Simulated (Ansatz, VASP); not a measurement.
Two plane-wave programs on AgCl

```
Ag Cl
1.0
     3.21528    0.00000    0.00000
     0.00000    3.21528    0.00000
     0.00000    0.00000    3.39559
Ag Cl
1 1
Direct
  0.00000 0.00000 0.00000
  0.50000 0.50000 0.50000
```

Change from the starting cell: biaxial_xy strain -5.3%.

Alike in both runs: task single point; functional HSE06; k mesh 6 × 6 × 6; no spin polarisation.

|  | VASP | Ansatz |
| --- | --- | --- |
| version | VASP 6.6.1 | Ansatz 0.2.0 |
| potentials or method | VASP PAW PBE potentials, release 64 (Ag, Cl) | plane waves, PAW |
| plane-wave cutoff (eV) | 400 | 420 |
| occupations | gaussian, width 0.01 eV | fixed |
| valence electrons in the cell | 18 | 26 |

Ansatz gave:

```
gap on the k mesh at the Fermi level (eV)                     : 2.02
pressure (GPa)                                                : 9.2
traceless stress, the component that is largest in VASP (GPa) : -2.50
```

Question: What did VASP give for the same quantities?

Answer: gap on the k mesh at the Fermi level (eV): 2.00; pressure (GPa): 8.7; traceless stress, the component that is largest in VASP (GPa): -2.51.

VASP's potentials hold 18 valence electrons a cell and Ansatz's 26, so a difference there can come from the potentials and not from the codes. Ansatz's warnings: stress exchange threshold loose, stress scf threshold loose.
